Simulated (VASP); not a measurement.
# Al2O3 (P-3m1) in VASP: a series of runs, part 2 of 2

VASP 6.6.1. Earlier steps stand in the parts before.

**4. Single point, PBE+D3(BJ)**

This run uses another cell than the first one, of the same volume but with other edges.

Input file INCAR:

```
SYSTEM = Al2O3
PREC = Accurate ; ENCUT = 520
EDIFF = 1E-7 ; ISMEAR = 0
SIGMA = 0.05 ; LREAL = .FALSE.
LASPH = .TRUE. ; NELM = 100
ALGO = Normal ; ISIF = 2
LWAVE = .FALSE. ; LCHARG = .TRUE.
GGA = PE ; IVDW = 12
LELF = .TRUE. ; LVHAR = .TRUE.
NBANDS = 20
```

Input file KPOINTS:

```
Automatic mesh
0
G
  12 12 4
  0 0 0
```

Input file POSCAR:

```
Al2O3
1.0
    3.2276836192      0.0000000000      0.0000000000
   -1.6138418097      2.7952560096      0.0000000000
    0.0000000000      0.0000000000      6.4193077079
Al O
2 3
Direct
    0.0000000000      0.0000000000      0.2752945179
    0.0000000000      0.0000000000      0.7247054821
    0.3333333333      0.6666666667      0.1953369158
    0.6666666667      0.3333333333      0.8046630842
    0.0000000000      0.0000000000      0.5000000000
```

Potentials or basis: VASP PAW PBE potentials, release 64 (Al, O).

Started as:

```bash
> cat potpaw_PBE.64/Al/POTCAR potpaw_PBE.64/O/POTCAR > POTCAR
> mpirun -np 1 vasp_std > vasp.out
```

OUTCAR:

```text
SYSTEM = Al2O3
   PREC = Accurate
   ENCUT = 520
   EDIFF = 1E-7
   ISMEAR = 0
   LREAL = .FALSE.
   LASPH = .TRUE.
   NELM = 100
   ISIF = 2
   GGA = PE
   IVDW = 12
 IVDW          = 12

 ion  position               nearest neighbor table
   1  0.000  0.000  0.275-   5 1.44   3 1.93   3 1.93   3 1.93   2 2.88
   2  0.000  0.000  0.725-   5 1.44   4 1.93   4 1.93   4 1.93   1 2.88
   3  0.333  0.667  0.195-   1 1.93   1 1.93   1 1.93
   4  0.667  0.333  0.805-   2 1.93   2 1.93   2 1.93
   5  0.000  0.000  0.500-   1 1.44   2 1.44

  LATTYP: Found a hexagonal cell.
 ALAT       =     3.2276836192
 C/A-ratio  =     1.9888280467

  Lattice vectors:

 A1 = (   3.2276836192,   0.0000000000,   0.0000000000)
 A2 = (  -1.6138418097,   2.7952560096,   0.0000000000)
 A3 = (   0.0000000000,   0.0000000000,   6.4193077079)

Analysis of symmetry for initial positions (statically):
=====================================================================
 Subroutine PRICEL returns:
 Original cell was already a primitive cell.

 Routine SETGRP: Setting up the symmetry group for a
 hexagonal supercell.

 Subroutine GETGRP returns: Found 12 space group operations
 (whereof 12 operations were pure point group operations)
 out of a pool of 24 trial point group operations.

The static configuration has the point symmetry D_3d.

Analysis of symmetry for dynamics (positions and initial velocities):
=====================================================================
 Subroutine PRICEL returns:
 Original cell was already a primitive cell.

 Routine SETGRP: Setting up the symmetry group for a
 hexagonal supercell.

 Subroutine GETGRP returns: Found 12 space group operations
 (whereof 12 operations were pure point group operations)
 out of a pool of 24 trial point group operations.

The dynamic configuration has the point symmetry D_3d.
[... 122 lines left out ...]
   IALGO  =     38    algorithm
   IMIX   =      4    mixing-type and parameters
     AMIX     =   0.40;   BMIX     =  1.00
     AMIX_MAG =   1.60;   BMIX_MAG =  1.00
  volume/ion in A,a.u.               =      11.58        78.17
  Fermi-wavevector in a.u.,A,eV,Ry     =   1.220520  2.306449 20.268187  1.489670
  Thomas-Fermi vector in A             =   2.355735
   LORBIT       =      0    0 simple, 1 ext, 2 COOP (PROOUT), +10 PAW based schemes
   GGA     = PE    functional components
   LHFCALC =     F    Hartree Fock is set to
   AEXX    =    0.0000 exact exchange contribution
   IVDW    =    12    specifies the selected vdW correction
   LEPSILON=     F    determine dielectric tensor
   LRPA    =     F    only Hartree local field effects (RPA)
 non-spin polarized calculation
 Gauss-broadening in eV      SIGMA  =   0.05
  energy-cutoff  :      520.00
  volume of cell :       57.92
 maximum number of plane-waves:      1584
   NGX = 13   NGY = 13   NGZ = 23

 number of electron      24.0000006 magnetization

 Free energy of the ion-electron system (eV)
  ---------------------------------------------------
  ext. energy  EPLUGINS =         0.00000000
  ---------------------------------------------------
  free energy    TOTEN  =       -32.66310814 eV

  energy without entropy =      -32.66310814  energy(sigma->0) =      -32.66310814

 E-fermi :   3.2262     XC(G=0):  -9.8918

 val. band max:        2.9904978546   @ k =   0.3333  -0.0000   0.2500
 cond. band min:       6.0248267433   @ k =   0.0000   0.0000   0.0000
 fundamental gap:      3.0343288887
 Fermi energy:         3.2261639487

 k-point     1 :       0.0000    0.0000    0.0000
  band No.  band energies     occupation
      1     -15.2070      2.00000
      2     -13.8686      2.00000
      3     -13.5553      2.00000
      4      -1.9782      2.00000
      5       0.5352      2.00000
      6       0.9127      2.00000
[... 541 lines left out ...]
     19      15.8311      0.00000
     20      16.4621      0.00000

 [... further k-points ...]

------------------------ aborting loop because EDIFF is reached ----------------------------------------

 Edisp (eV)   -0.87352

 E8    (eV) :    -0.3331

  FORCE on cell =-STRESS in cart. coord.  units (eV):
  Direction    XX          YY          ZZ          XY          YZ          ZX
  --------------------------------------------------------------------------------------
  -------------------------------------------------------------------------------------
  Total      -8.78888    -8.78888    42.02948     0.00000     0.00000    -0.00000
  in kB    -243.13259  -243.13259  1162.68971     0.00000     0.00000    -0.00000
  external pressure =      225.47 kB  Pullay stress =        0.00 kB

 VOLUME and BASIS-vectors are now :
 -----------------------------------------------------------------------------
  energy-cutoff  :      520.00
  volume of cell :       57.92
      direct lattice vectors                 reciprocal lattice vectors
     3.227683619  0.000000000  0.000000000     0.309819709  0.178874492  0.000000000
    -1.613841810  2.795256010  0.000000000     0.000000000  0.357748985  0.000000000
     0.000000000  0.000000000  6.419307708     0.000000000  0.000000000  0.155780038

 POSITION                                       TOTAL-FORCE (eV/Angst)
 -----------------------------------------------------------------------------------
      0.00000      0.00000      1.76720        -0.000000      0.000000    -13.969553
      0.00000      0.00000      4.65211         0.000000     -0.000000     13.969553
     -0.00000      1.86350      1.25393         0.000000      0.000000     -0.032323
      1.61384      0.93175      5.16538        -0.000000     -0.000000      0.032323
      0.00000      0.00000      3.20965        -0.000000      0.000000      0.000000
 -----------------------------------------------------------------------------------
    total drift:                                0.000000      0.000000      0.000000

  FREE ENERGIE OF THE ION-ELECTRON SYSTEM (eV)
  ---------------------------------------------------
  free  energy   TOTEN  =       -33.5366253539 eV

  energy  without entropy=      -33.5366253539  energy(sigma->0) =      -33.53662535
```

OSZICAR:

```text
N       E                     dE             d eps       ncg     rms          rms(c)
DAV:   1     0.109637943060E+03    0.10964E+03   -0.12603E+04  2760   0.110E+03
DAV:   2    -0.325333292822E+02   -0.14217E+03   -0.13670E+03  3368   0.244E+02
DAV:   3    -0.398567018933E+02   -0.73234E+01   -0.72996E+01  3468   0.587E+01
DAV:   4    -0.399078321754E+02   -0.51130E-01   -0.51121E-01  3448   0.547E+00
DAV:   5    -0.399083635441E+02   -0.53137E-03   -0.53136E-03  3456   0.541E-01    0.158E+01
DAV:   6    -0.328752165440E+02    0.70331E+01   -0.21330E+01  3248   0.317E+01    0.648E+00
DAV:   7    -0.327125905017E+02    0.16263E+00   -0.83618E-01  3324   0.717E+00    0.285E+00
DAV:   8    -0.326666814263E+02    0.45909E-01   -0.94878E-02  3568   0.247E+00    0.131E+00
DAV:   9    -0.326616973983E+02    0.49840E-02   -0.31101E-02  3712   0.160E+00    0.251E-01
DAV:  10    -0.326629873289E+02   -0.12899E-02   -0.72414E-03  3412   0.740E-01    0.207E-01
DAV:  11    -0.326630314348E+02   -0.44106E-04   -0.67676E-04  3168   0.242E-01    0.104E-01
DAV:  12    -0.326631069888E+02   -0.75554E-04   -0.33769E-04  3064   0.137E-01    0.160E-02
DAV:  13    -0.326631072304E+02   -0.24163E-06   -0.16566E-05  3344   0.429E-02    0.423E-03
DAV:  14    -0.326631079591E+02   -0.72875E-06   -0.28226E-06  3124   0.124E-02    0.233E-03
DAV:  15    -0.326631081992E+02   -0.24010E-06   -0.46901E-07  3088   0.525E-03    0.127E-03
DAV:  16    -0.326631081420E+02    0.57193E-07   -0.44375E-08  1808   0.162E-03
   1 F= -.33536625E+02 E0= -.33536625E+02  d E =-.110917E-12
```

stdout:

```text
POSCAR found type information on POSCAR AlO
 POSCAR found :  2 types and       5 ions
 scaLAPACK will be used
 LDA part: xc-table for (Slater+PW92), standard interpolation
 POSCAR, INCAR and KPOINTS ok, starting setup
 FFT: planning ... GRIDC
 FFT: planning ... GRID_SOFT
 FFT: planning ... GRID
 WAVECAR not read
 entering main loop
```

Run time: 34 s. Hardware: 1 thread of Intel Xeon 6975P-C (Granite Rapids), shared host; peak memory 0.22 GiB.

Results:

```yaml
Free_energy: -33.5366 eV
Pressure: 22.5 GPa
Largest_force: 13.970 eV/Å
Band_gap_on_the_k_mesh: 3.03 eV, indirect (least direct gap 3.28 eV)
Dispersion_energy_per_atom: -0.175 eV
```

Forces on the atoms (eV/Å):
```
Al    0.000   0.000 -13.970
Al    0.000   0.000  13.970
O     0.000   0.000  -0.032
O     0.000   0.000   0.032
O     0.000   0.000   0.000
```

Caveat: forces of over 1 eV/Å act on the atoms, so gaps and moduli don't describe the material at rest. A k mesh can miss the band edges.

**5. Single point, PBE+D3(BJ)**

This run uses another cell than the first one, of the same volume but with other edges.

Input file INCAR:

```
PREC     = Accurate       # precision mode
ENCUT    = 520            # plane-wave cutoff, eV
EDIFF    = 1E-6           # SCF threshold, eV
ISMEAR   = 0              # smearing method
SIGMA    = 0.05           # smearing width, eV
LREAL    = F              # projectors in reciprocal space
LASPH    = T              # aspherical terms in the spheres
NELM     = 100            # most SCF steps
ALGO     = Normal         # electronic algorithm
ISIF     = 2              # what is computed and relaxed
LWAVE    = F              # write WAVECAR
LCHARG   = F              # write CHGCAR
GGA      = PE             # functional
IVDW     = 12             # dispersion correction
NBANDS   = 20             # bands
```

Input file KPOINTS:

```
regular mesh
0
Gamma
  12 12 4
```

POSCAR: that of step 4 with these lines changed.

```diff
@@ -2,5 +2,5 @@
 1.0
-    3.2276836192      0.0000000000      0.0000000000
-   -1.6138418097      2.7952560096      0.0000000000
-    0.0000000000      0.0000000000      6.4193077079
+    2.7454055232      0.0000000000      0.0000000000
+   -1.3727027616      2.3775909267      0.0000000000
+    0.0000000000      0.0000000000      8.8727266941
 Al O
```

Potentials or basis: VASP PAW PBE potentials, release 64 (Al, O).

Started as:

```bash
> cat potpaw_PBE.64/Al/POTCAR potpaw_PBE.64/O/POTCAR > POTCAR
> mpirun -np 1 vasp_std > vasp.out
```

OUTCAR:

```text
PREC = Accurate
   ENCUT = 520
   EDIFF = 1E-6
   ISMEAR = 0
   LREAL = F
   LASPH = T
   NELM = 100
   ISIF = 2
   GGA = PE
   IVDW = 12
 IVDW          = 12

 ion  position               nearest neighbor table
   1  0.000  0.000  0.275-   3 1.74   3 1.74   3 1.74   5 1.99
   2  0.000  0.000  0.725-   4 1.74   4 1.74   4 1.74   5 1.99
   3  0.333  0.667  0.195-   1 1.74   1 1.74   1 1.74
   4  0.667  0.333  0.805-   2 1.74   2 1.74   2 1.74
   5  0.000  0.000  0.500-   1 1.99   2 1.99

  LATTYP: Found a hexagonal cell.
 ALAT       =     2.7454055232
 C/A-ratio  =     3.2318455759

  Lattice vectors:

 A1 = (   2.7454055232,   0.0000000000,   0.0000000000)
 A2 = (  -1.3727027616,   2.3775909267,   0.0000000000)
 A3 = (   0.0000000000,   0.0000000000,   8.8727266941)

Analysis of symmetry for initial positions (statically):
=====================================================================
 Subroutine PRICEL returns:
 Original cell was already a primitive cell.

 Routine SETGRP: Setting up the symmetry group for a
 hexagonal supercell.

 Subroutine GETGRP returns: Found 12 space group operations
 (whereof 12 operations were pure point group operations)
 out of a pool of 24 trial point group operations.

The static configuration has the point symmetry D_3d.

Analysis of symmetry for dynamics (positions and initial velocities):
=====================================================================
 Subroutine PRICEL returns:
 Original cell was already a primitive cell.

 Routine SETGRP: Setting up the symmetry group for a
 hexagonal supercell.

 Subroutine GETGRP returns: Found 12 space group operations
 (whereof 12 operations were pure point group operations)
 out of a pool of 24 trial point group operations.

The dynamic configuration has the point symmetry D_3d.

[... 120 lines left out ...]
   EFERMI_NEDOS =   21; number of points for ismear=-14 and -15
   IALGO  =     38    algorithm
   IMIX   =      4    mixing-type and parameters
     AMIX     =   0.40;   BMIX     =  1.00
     AMIX_MAG =   1.60;   BMIX_MAG =  1.00
  volume/ion in A,a.u.               =      11.58        78.17
  Fermi-wavevector in a.u.,A,eV,Ry     =   1.220520  2.306449 20.268187  1.489670
  Thomas-Fermi vector in A             =   2.355735
   LORBIT       =      0    0 simple, 1 ext, 2 COOP (PROOUT), +10 PAW based schemes
   GGA     = PE    functional components
   LHFCALC =     F    Hartree Fock is set to
   AEXX    =    0.0000 exact exchange contribution
   IVDW    =    12    specifies the selected vdW correction
   LEPSILON=     F    determine dielectric tensor
   LRPA    =     F    only Hartree local field effects (RPA)
 non-spin polarized calculation
 Gauss-broadening in eV      SIGMA  =   0.05
  energy-cutoff  :      520.00
  volume of cell :       57.92
 maximum number of plane-waves:      1578
   NGX = 11   NGY = 11   NGZ = 33

 number of electron      23.9999997 magnetization

 Free energy of the ion-electron system (eV)
  ---------------------------------------------------
  ext. energy  EPLUGINS =         0.00000000
  ---------------------------------------------------
  free energy    TOTEN  =       -32.85494923 eV

  energy without entropy =      -32.85433523  energy(sigma->0) =      -32.85464223

 E-fermi :   6.5585     XC(G=0):  -9.8108

 val. band max:        6.5487172650   @ k =   0.0000   0.0000   0.2500
 cond. band min:       6.6727416181   @ k =   0.0833   0.0000   0.0000
 fundamental gap:      0.1240243532
 Fermi energy:         6.5584815366

 k-point     1 :       0.0000    0.0000    0.0000
  band No.  band energies     occupation
      1     -17.2271      2.00000
      2     -17.1909      2.00000
      3     -11.3583      2.00000
      4      -2.6844      2.00000
      5      -2.1464      2.00000
      6      -0.1445      2.00000
[... 541 lines left out ...]
     19      16.3074      0.00000
     20      18.6133      0.00000

 [... further k-points ...]

------------------------ aborting loop because EDIFF is reached ----------------------------------------

 Edisp (eV)   -0.85538

 E8    (eV) :    -0.3206

  FORCE on cell =-STRESS in cart. coord.  units (eV):
  Direction    XX          YY          ZZ          XY          YZ          ZX
  --------------------------------------------------------------------------------------
  -------------------------------------------------------------------------------------
  Total      14.65200    14.65200   -18.58885    -0.00000     0.00000     0.00000
  in kB     405.32802   405.32802  -514.23580    -0.00000     0.00000     0.00000
  external pressure =       98.81 kB  Pullay stress =        0.00 kB

 VOLUME and BASIS-vectors are now :
 -----------------------------------------------------------------------------
  energy-cutoff  :      520.00
  volume of cell :       57.92
      direct lattice vectors                 reciprocal lattice vectors
     2.745405523  0.000000000  0.000000000     0.364244914  0.210296899  0.000000000
    -1.372702762  2.377590927  0.000000000     0.000000000  0.420593799  0.000000000
     0.000000000  0.000000000  8.872726694     0.000000000  0.000000000  0.112704925

 POSITION                                       TOTAL-FORCE (eV/Angst)
 -----------------------------------------------------------------------------------
      0.00000      0.00000      2.44261         0.000000      0.000000      5.034716
      0.00000      0.00000      6.43011        -0.000000     -0.000000     -5.034716
     -0.00000      1.58506      1.73317         0.000000     -0.000000     -0.408741
      1.37270      0.79253      7.13956        -0.000000      0.000000      0.408741
      0.00000      0.00000      4.43636        -0.000000      0.000000      0.000000
 -----------------------------------------------------------------------------------
    total drift:                               -0.000000      0.000000      0.000000

  FREE ENERGIE OF THE ION-ELECTRON SYSTEM (eV)
  ---------------------------------------------------
  free  energy   TOTEN  =       -33.7103331391 eV

  energy  without entropy=      -33.7097191469  energy(sigma->0) =      -33.71002614
```

OSZICAR:

```text
N       E                     dE             d eps       ncg     rms          rms(c)
DAV:   1     0.109882615050E+03    0.10988E+03   -0.12674E+04  2760   0.110E+03
DAV:   2    -0.308212859868E+02   -0.14070E+03   -0.13578E+03  3352   0.244E+02
DAV:   3    -0.382183832658E+02   -0.73971E+01   -0.73646E+01  3596   0.585E+01
DAV:   4    -0.382816419774E+02   -0.63259E-01   -0.63246E-01  3336   0.591E+00
DAV:   5    -0.382824954520E+02   -0.85347E-03   -0.85346E-03  3504   0.673E-01    0.137E+01
DAV:   6    -0.331107592645E+02    0.51717E+01   -0.21593E+01  3020   0.278E+01    0.564E+00
DAV:   7    -0.329603480965E+02    0.15041E+00   -0.98279E-01  3288   0.559E+00    0.266E+00
DAV:   8    -0.328794791646E+02    0.80869E-01   -0.36648E-01  3692   0.261E+00    0.149E+00
DAV:   9    -0.328545929825E+02    0.24886E-01   -0.10956E-01  3388   0.207E+00    0.387E-01
DAV:  10    -0.328540805407E+02    0.51244E-03   -0.16809E-02  3480   0.657E-01    0.182E-01
DAV:  11    -0.328549192636E+02   -0.83872E-03   -0.15404E-03  3104   0.273E-01    0.291E-02
DAV:  12    -0.328549347050E+02   -0.15441E-04   -0.12106E-04  3516   0.622E-02    0.216E-02
DAV:  13    -0.328549493357E+02   -0.14631E-04   -0.31091E-05  3128   0.435E-02    0.639E-03
DAV:  14    -0.328549492257E+02    0.11003E-06   -0.25211E-06  3408   0.120E-02
   1 F= -.33710333E+02 E0= -.33710026E+02  d E =-.613992E-03
```

stdout:

```text
POSCAR found type information on POSCAR AlO
 POSCAR found :  2 types and       5 ions
 scaLAPACK will be used
 LDA part: xc-table for (Slater+PW92), standard interpolation
 POSCAR, INCAR and KPOINTS ok, starting setup
 FFT: planning ... GRIDC
 FFT: planning ... GRID_SOFT
 FFT: planning ... GRID
 WAVECAR not read
 entering main loop
```

Run time: 35 s. Hardware: 1 thread of Intel Xeon 6975P-C (Granite Rapids), shared host; peak memory 0.22 GiB.

Results:

- Free energy: -33.7103 eV
- Pressure: 9.9 GPa
- Largest force: 5.035 eV/Å
- Band gap on the k mesh: zero (filled and empty bands touch)
- Dispersion energy per atom: -0.171 eV

Forces on the atoms (eV/Å):
```
Al   0.000  0.000  5.035
Al   0.000  0.000 -5.035
O    0.000  0.000 -0.409
O    0.000  0.000  0.409
O    0.000  0.000  0.000
```

Stress tensor (GPa, compression positive):
```
 40.53   0.00   0.00
  0.00  40.53   0.00
  0.00   0.00 -51.42
```

Caveat: pairwise dispersion overbinds metals, which lowers pressure and volume; forces of over 1 eV/Å act on the atoms, so gaps and moduli don't describe the material at rest.

**6. The runs side by side**

| cell | gap on the mesh (eV) | pressure (GPa) | largest force (eV/Å) |
| --- | --- | --- | --- |
| a = 3.037, b = 3.037, c = 7.249 Å, angles 90.0, 90.0, 120.0°, 5 atoms | 2.82 | 1.7 | 1.74 |
| a = 2.948, b = 2.948, c = 7.695 Å, angles 90.0, 90.0, 120.0°, 5 atoms | 1.88 | -0.8 | 1.59 |
| a = 3.228, b = 3.228, c = 6.419 Å, angles 90.0, 90.0, 120.0°, 5 atoms | 3.03 | 22.5 | 13.97 |
| a = 2.745, b = 2.745, c = 8.873 Å, angles 90.0, 90.0, 120.0°, 5 atoms | none | 9.9 | 5.03 |

Alike in all rows: task single point; level PBE+D3(BJ); potentials or basis VASP PAW PBE potentials, release 64 (Al, O); no spin polarisation; k mesh 12 × 12 × 4; cutoff (eV) 520; smearing gaussian 0.05 eV.

Caveats: forces of over 1 eV/Å act on the atoms, so gaps and moduli don't describe the material at rest; pairwise dispersion overbinds metals, which lowers pressure and volume (some runs).

Total energies depend on the potentials used, so only differences within one code and one set of settings carry meaning.
